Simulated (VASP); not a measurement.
# Ta (P6_3/mmc) in VASP: further runs

Ta is run at these levels: PBEsol; tasks: single point, relaxation of cell and atoms.

Everything below comes from runs of VASP 6.6.1. Logs are shortened: lines on timing, memory, paths and dates and some standing lists are left out, and cuts for length are marked.

### Step 1. The cell of the first run

The structure is hexagonal, space group P6_3/mmc (No. 194). The conventional cell has a = 2.898 Å, b = 2.898 Å, c = 9.998 Å, α = 90.00°, β = 90.00°, γ = 120.00°. Within 3.8 Å of Ta (site symmetry -3m) lie 12 Ta at 2.90 to 3.01 Å. Within 3.8 Å of Ta (site symmetry -6m2) lie 12 Ta at 2.90 to 3.01 Å.

### Step 2. Single point, PBEsol

Contents of INCAR:

```
ALGO = Normal
EDIFF = 1E-7
ENCUT = 520
GGA = PS
ISIF = 2
ISMEAR = -1
LASPH = True
LCHARG = False
LREAL = False
LWAVE = False
NBANDS = 30
NELM = 80
PREC = Accurate
SIGMA = 0.1
```

Contents of KPOINTS:

```
k-points
0
Gamma
  16 16 5
```

Contents of POSCAR:

```
Ta
1.0
    2.8976334692      0.0000000000      0.0000000000
   -1.4488167346      2.5094241952      0.0000000000
    0.0000000000      0.0000000000      9.9975057034
Ta
4
Direct
    0.0000000000      1.0000000000      1.0000000000
    1.0000000000      1.0000000000      0.5000000000
    0.3333333333      0.6666666667      0.2500000000
    0.6666666667      0.3333333333      0.7500000000
```

Potentials or basis: VASP PAW PBE potentials, release 64 (Ta_pv).

The run is started by

```sh
cat potpaw_PBE.64/Ta_pv/POTCAR > POTCAR
mpirun -np 1 vasp_std > vasp.out
```

OUTCAR:

```text
EDIFF = 1E-7
   ENCUT = 520
   GGA = PS
   ISIF = 2
   ISMEAR = -1
   LASPH = True
   LREAL = False
   NELM = 80
   PREC = Accurate

 ion  position               nearest neighbor table
   1  0.000  0.000  0.000-   3 3.01   4 3.01   4 3.01   3 3.01   4 3.01   3 3.01
   2  0.000  0.000  0.500-   3 3.01   4 3.01   4 3.01   3 3.01   4 3.01   3 3.01
   3  0.333  0.667  0.250-   1 3.01   2 3.01   1 3.01   2 3.01   1 3.01   2 3.01
   4  0.667  0.333  0.750-   1 3.01   2 3.01   1 3.01   2 3.01   1 3.01   2 3.01

  LATTYP: Found a hexagonal cell.
 ALAT       =     2.8976334692
 C/A-ratio  =     3.4502313042

  Lattice vectors:

 A1 = (   2.8976334692,   0.0000000000,   0.0000000000)
 A2 = (  -1.4488167346,   2.5094241952,   0.0000000000)
 A3 = (   0.0000000000,   0.0000000000,   9.9975057034)

Analysis of symmetry for initial positions (statically):
=====================================================================
 Subroutine PRICEL returns:
 Original cell was already a primitive cell.

 Routine SETGRP: Setting up the symmetry group for a
 hexagonal supercell.

 Subroutine GETGRP returns: Found 24 space group operations
 (whereof 12 operations were pure point group operations)
 out of a pool of 24 trial point group operations.

The static configuration has the point symmetry D_3d.
 The point group associated with its full space group is D_6h.

Analysis of symmetry for dynamics (positions and initial velocities):
=====================================================================
 Subroutine PRICEL returns:
 Original cell was already a primitive cell.

 Routine SETGRP: Setting up the symmetry group for a
 hexagonal supercell.

 Subroutine GETGRP returns: Found 24 space group operations
 (whereof 12 operations were pure point group operations)
 out of a pool of 24 trial point group operations.

The dynamic configuration has the point symmetry D_3d.
 The point group associated with its full space group is D_6h.

 Subroutine INISYM returns: Found 24 space group operations
 (whereof 12 operations are pure point group operations),
 and found     1 'primitive' translations

----------------------------------------------------------------------------------------

                                     Primitive cell

  volume of cell :      72.6958

  direct lattice vectors                    reciprocal lattice vectors
     2.897633469  0.000000000  0.000000000     0.345109211  0.199248896  0.000000000
[... 84 lines left out ...]
   ISPIN  =      1    spin polarized calculation?
   LNONCOLLINEAR =      F non collinear calculations
   LSORBIT =      F    spin-orbit coupling
   LASPH  =      T    aspherical Exc in radial PAW
   ENCUT  =  520.0 eV  38.22 Ry    6.18 a.u.   5.39  5.39 18.59*2*pi/ulx,y,z
   NELM   =     80;   NELMIN=  2; NELMDL= -5     # of ELM steps
   EDIFF  = 0.1E-06   stopping-criterion for ELM
   LREAL  =      F    real-space projection
   EDIFFG = 0.1E-05   stopping-criterion for IOM
   NSW    =      0    number of steps for IOM
   IBRION =     -1    ionic relax: 0-MD 1-quasi-New 2-CG
   NFREE  =      0    steps in history (QN), initial steepest desc. (CG)
   ISIF   =      2    stress and relaxation
   ISYM   =      2    0-nonsym 1-usesym 2-fastsym
   POTIM  = 0.5000    time-step for ionic-motion
   TEBEG  =    0.0;   TEEND  =   0.0 temperature during run
   PSTRESS=    0.0 pullay stress
   NELECT =      44.0000    total number of electrons
   NUPDOWN=      -1.0000    fix difference up-down
   EMIN   =  10.00;   EMAX   =-10.00  energy-range for DOS
   EFERMI =   0.00;   METHOD = LEGACY
   ISMEAR =    -1;   SIGMA  =   0.10  broadening in eV -4-tet -1-fermi 0-gaus
   EFERMI_NEDOS =   21; number of points for ismear=-14 and -15
   IALGO  =     38    algorithm
   IMIX   =      4    mixing-type and parameters
     AMIX     =   0.40;   BMIX     =  1.00
     AMIX_MAG =   1.60;   BMIX_MAG =  1.00
  volume/ion in A,a.u.               =      18.17       122.64
  Fermi-wavevector in a.u.,A,eV,Ry     =   1.384807  2.616906 26.091771  1.917691
  Thomas-Fermi vector in A             =   2.509277
   LORBIT       =      0    0 simple, 1 ext, 2 COOP (PROOUT), +10 PAW based schemes
   GGA     = PS    functional components
   LHFCALC =     F    Hartree Fock is set to
   AEXX    =    0.0000 exact exchange contribution
   IVDW    =     0    specifies the selected vdW correction
   LEPSILON=     F    determine dielectric tensor
   LRPA    =     F    only Hartree local field effects (RPA)
 non-spin polarized calculation
  energy-cutoff  :      520.00
  volume of cell :       72.70
 maximum number of plane-waves:      2001
 NGX is ok and might be reduce to    24
   NGX = 11   NGY = 11   NGZ = 37

 number of electron      43.9999999 magnetization

 Free energy of the ion-electron system (eV)
  ---------------------------------------------------
  ext. energy  EPLUGINS =         0.00000000
  ---------------------------------------------------
  free energy    TOTEN  =       -49.18397586 eV

  energy without entropy =      -49.03277189  energy(sigma->0) =      -49.10837388

 E-fermi :   5.6544     XC(G=0): -12.6786

 val. band max:        5.6528955768   @ k =   0.1875   0.1875   0.4000
 cond. band min:       5.6627327538   @ k =   0.3750   0.1250   0.2000
 fundamental gap:      0.0098371770
 Fermi energy:         5.6543738745

 k-point     1 :       0.0000    0.0000    0.0000
  band No.  band energies     occupation
      1     -28.8807      2.00000
      2     -28.4324      2.00000
      3     -28.3640      2.00000
      4     -27.8857      2.00000
      5     -27.8857      2.00000
      6     -27.8792      2.00000
[... 781 lines left out ...]
     29       9.2700      0.00000
     30      10.7756      0.00000

 [... further k-points ...]
[... 5 lines left out ...]
  --------------------------------------------------------------------------------------
  -------------------------------------------------------------------------------------
  Total        0.0388694      0.0388694      0.0090474     -0.0000000     -0.0000000      0.0000000
  in kB        0.8566612      0.8566612      0.1994003     -0.0000000     -0.0000000      0.0000000
  external PRESSURE =       0.6375743 kB  Pullay stress =       0.0000000 kB

 VOLUME and BASIS-vectors are now :
 -----------------------------------------------------------------------------
  energy-cutoff  :      520.00
  volume of cell :       72.70
      direct lattice vectors                 reciprocal lattice vectors
     2.897633469  0.000000000  0.000000000     0.345109211  0.199248896  0.000000000
    -1.448816735  2.509424195  0.000000000     0.000000000  0.398497792  0.000000000
     0.000000000  0.000000000  9.997505703     0.000000000  0.000000000  0.100024949

 POSITION                                       TOTAL-FORCE (eV/Angst)
 -----------------------------------------------------------------------------------
      0.00000      0.00000      0.00000        -0.000000      0.000000      0.000000
      0.00000      0.00000      4.99875        -0.000000      0.000000      0.000000
     -0.00000      1.67295      2.49938        -0.000000      0.000000     -0.000000
      1.44882      0.83647      7.49813         0.000000     -0.000000     -0.000000
 -----------------------------------------------------------------------------------
    total drift:                               -0.000000      0.000000     -0.000000

  FREE ENERGIE OF THE ION-ELECTRON SYSTEM (eV)
  ---------------------------------------------------
  free  energy   TOTEN  =       -49.1839758642 eV

  energy  without entropy=      -49.0327718906  energy(sigma->0) =      -49.10837388
```

OSZICAR:

```text
N       E                     dE             d eps       ncg     rms          rms(c)
DAV:   1     0.414559351517E+03    0.41456E+03   -0.24537E+04  5400   0.152E+03
DAV:   2    -0.352755974652E+02   -0.44983E+03   -0.43934E+03  5972   0.448E+02
DAV:   3    -0.509528564556E+02   -0.15677E+02   -0.14962E+02  6874   0.754E+01
DAV:   4    -0.512598239205E+02   -0.30697E+00   -0.30425E+00  6478   0.958E+00
DAV:   5    -0.512661701403E+02   -0.63462E-02   -0.63421E-02  6702   0.116E+00    0.267E+01
DAV:   6    -0.496917358641E+02    0.15744E+01   -0.17615E+00  6266   0.949E+00    0.130E+01
DAV:   7    -0.492064465368E+02    0.48529E+00   -0.16488E+00  6182   0.865E+00    0.860E-01
DAV:   8    -0.491895139489E+02    0.16933E-01   -0.12393E-01  6938   0.280E+00    0.534E-01
DAV:   9    -0.491840248386E+02    0.54891E-02   -0.17258E-02  6444   0.100E+00    0.142E-01
DAV:  10    -0.491839969177E+02    0.27921E-04   -0.65276E-04  6504   0.159E-01    0.695E-02
DAV:  11    -0.491839794830E+02    0.17435E-04   -0.10278E-04  6892   0.663E-02    0.294E-02
DAV:  12    -0.491839762317E+02    0.32513E-05   -0.66079E-06  6554   0.175E-02    0.488E-03
DAV:  13    -0.491839758132E+02    0.41856E-06   -0.47317E-07  5628   0.580E-03    0.642E-04
DAV:  14    -0.491839758642E+02   -0.51003E-07   -0.25599E-08  3928   0.125E-03
   1 F= -.49183976E+02 E0= -.49108374E+02  d E =-.151204E+00
```

It took 2.9 min on 1 thread of Intel Xeon 6975P-C, shared host; peak memory 0.29 GiB.

What came out:

```yaml
Free_energy: -49.1840 eV
Pressure: 0.1 GPa
Band_gap_on_the_k_mesh: zero (band 22 reaches 6.18 eV, above the bottom of band 23 at 5.14 eV)
```

Caveat: the PAW data sets were made with another functional, which shifts forces and pressure a little; spin-orbit coupling is left out, which moves the levels of the heavy elements.

### Step 3. Relaxation of cell and atoms, PBEsol

This run uses another cell than the first one, of 18.06 Å³/atom, 0.994 times its volume.

Contents of INCAR:

```
SYSTEM = Ta
PREC = Accurate ; ENCUT = 600
EDIFF = 1E-7 ; ISMEAR = -1
SIGMA = 0.1 ; LREAL = .FALSE.
LASPH = .TRUE. ; NELM = 100
ALGO = Normal ; ISIF = 3
LWAVE = .FALSE. ; LCHARG = .FALSE.
GGA = PS ; IBRION = 2
NSW = 80 ; EDIFFG = -0.01
```

Contents of KPOINTS:

```
Automatic mesh
0
G
  12 12 4
  0 0 0
```

Contents of POSCAR:

```
Ta
1.0
    2.9451288715      0.0000000000      0.0000000000
   -1.4725644358      2.5505564202      0.0000000000
    0.0000000000      0.0000000000      9.6187908944
Ta
4
Direct
    0.0000000000      0.0000000000      0.0000000000
    0.0000000000      0.0000000000      0.5000000000
    0.3333333333      0.6666666667      0.2500000000
    0.6666666667      0.3333333333      0.7500000000
```

Potentials or basis: VASP PAW PBE potentials, release 64 (Ta_pv).

The run is started by

```sh
cat potpaw_PBE.64/Ta_pv/POTCAR > POTCAR
mpirun -np 1 vasp_std > vasp.out
```

Wall time 9.1 min (1 thread of Intel Xeon 6975P-C, shared host); peak memory 0.28 GiB.

The run converged. Its results:

- Free energy: -49.1851 eV
- Relaxed volume: 18.19 Å³/atom
- Relaxed cell: a = 2.898 Å, b = 2.898 Å, c = 10.001 Å, α = 90.00°, β = 90.00°, γ = 120.00°
- Space group after relaxing (to 0.05 Å): P6_3/mmc (No. 194)
- Energy gained by relaxing: 10.4 meV/atom
- Ionic steps: 8
- Pressure after relaxing: 0.0 GPa
- Band gap on the k mesh: zero (band 22 reaches 6.17 eV, above the bottom of band 23 at 5.10 eV)

Step by step:
```
step  energy change (eV)  largest force (eV/Å)  pressure (GPa)  volume (Å³)
   1              0.0000                0.0000            1.55        72.25
   2             -0.0157                0.0000           -3.49        74.08
   3             -0.0189                0.0000           -2.05        73.54
   4             -0.0382                0.0000           -0.69        73.01
   5             -0.0415                0.0000            0.23        72.67
   6             -0.0415                0.0000            0.18        72.68
   7             -0.0416                0.0000           -0.13        72.79
   8             -0.0416                0.0000           -0.01        72.75
```

Final structure:
```
Ta
1.0
     2.89820    0.00000    0.00000
    -1.44910    2.50992    0.00000
     0.00000    0.00000   10.00139
Ta
4
Direct
  0.00000 0.00000 0.00000
  0.00000 0.00000 0.50000
  0.33333 0.66667 0.25000
  0.66667 0.33333 0.75000
```

Levels at points of the mesh, in eV from the Fermi level:
| k point | band 19 | band 20 | band 21 | band 22 | band 23 | band 24 | band 25 | band 26 |
| --- | --- | --- | --- | --- | --- | --- | --- | --- |
| (0.00, 0.00, 0.00) | -0.24 | 0.29 | 0.40 | 0.40 | 0.50 | 0.50 | 0.89 | 0.89 |
| (0.50, 0.00, 0.00) | -2.22 | -1.12 | -0.42 | 0.53 | 0.61 | 1.68 | 2.45 | 2.51 |
| (0.00, 0.00, 0.50) | -0.52 | -0.52 | 0.52 | 0.52 | 0.52 | 0.52 | 0.86 | 0.86 |
| (0.50, 0.00, 0.50) | -1.10 | -1.10 | 0.44 | 0.44 | 1.11 | 1.11 | 1.37 | 1.37 |

Caveat: the PAW data sets were made with another functional, which shifts forces and pressure a little; spin-orbit coupling is left out, which moves the levels of the heavy elements.
